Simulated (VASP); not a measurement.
Write the native input for VASP 6.6.1 that does the following.

| Item | Value |
| --- | --- |
| Task | single point |
| Functional | PBE |
| Potentials or basis | VASP PAW PBE potentials, release 64 (Co, Si) |
| Cutoff | 520 eV |
| k mesh | 10 × 10 × 8 |
| Occupations | gaussian, width 0.1 eV |
| Spin | no spin polarisation |
| Dipole correction | no |
| Further INCAR settings | ALGO = Normal; EDIFF = 1e-06; NBANDS = 26 |

The structure of CoSi2 lies in POSCAR:

```
CoSi2
1.0
    2.6500154306      2.6500154306      0.0000000000
   -2.6500154306      2.6500154306      0.0000000000
    0.0000000000      0.0000000000      5.5206744644
Co Si
2 4
Direct
    0.0000000000      0.0000000000      0.0000000000
    0.5000000000      0.5000000000      0.5000000000
    0.0000000000      0.5000000000      0.7500000000
    0.5000000000      0.0000000000      0.7500000000
    0.5000000000      0.0000000000      0.2500000000
    0.0000000000      0.5000000000      0.2500000000
```

This cell differs from its parent crystal: uniaxial strain along c: +3.0 %, then relaxed in part.

The input as run:

INCAR

```
SYSTEM = CoSi2
ALGO = Normal ; EDIFF = 1E-6
ENCUT = 520 ; GGA = PE
ISIF = 2 ; ISMEAR = 0
LASPH = .True. ; LCHARG = .False.
LREAL = .False. ; LWAVE = .False.
NBANDS = 26 ; NELM = 100
PREC = Accurate ; SIGMA = 0.1
```

KPOINTS

```
k-points
0
Gamma
  10 10 8
  0 0 0
```

Potentials or basis: VASP PAW PBE potentials, release 64 (Co, Si).

Launch:

```console
$ cat potpaw_PBE.64/Co/POTCAR potpaw_PBE.64/Si/POTCAR > POTCAR
$ mpirun -np 1 vasp_std > vasp.out
```

Results of the run:

```
Pressure               : -1.3 GPa
Band gap on the k mesh : zero (band 17 reaches 11.81 eV, above the bottom of band 18 at 8.65 eV)
```

Caveat: the cell differs from its parent crystal (uniaxial strain along c: +3.0 %, then relaxed in part).

Run time: 4.3 min on 1 thread of Intel Xeon 6975P-C (shared host), peak memory 0.29 GiB.
